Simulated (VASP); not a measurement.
Si: vibrations by perturbation theory with PBEsol

The system is Si.

```
Si
1.0
     2.68136    2.68136    0.00000
    -2.68136    2.68136    0.00000
     0.00000    2.68136    2.68136
Si
2
Direct
  0.25000 0.75000 0.50000
  0.00000 0.00000 0.00000
```

| Property | Result |
| --- | --- |
| Program | VASP 6.6.1 |
| Task | vibrations by perturbation theory |
| Functional | PBEsol |
| Potentials or basis | VASP PAW PBE potentials, release 64 (Si) |
| Cutoff | 520 eV |
| k mesh | 8 × 8 × 8 |
| Occupations | gaussian, width 0.01 eV |
| Spin | no spin polarisation |
| Dipole correction | no |
| Further INCAR settings | ALGO = Normal; EDIFF = 1e-08; NBANDS = 11; IBRION = 8; NSW = 1 |

| Quantity | Value |
| --- | --- |
| Highest phonon frequency at Γ | 530 cm⁻¹ |

Phonon frequencies in cm⁻¹ (negative: imaginary):
```csv
q point,frequencies
"(0.000, 0.000, 0.000)",0 0 0 530 530 530
```

Wall time 110 s on 1 thread of Intel Xeon 8259CL (shared host), peak memory 0.21 GiB.

Caveat: the cell stands under pressure or tension, which shifts response properties.
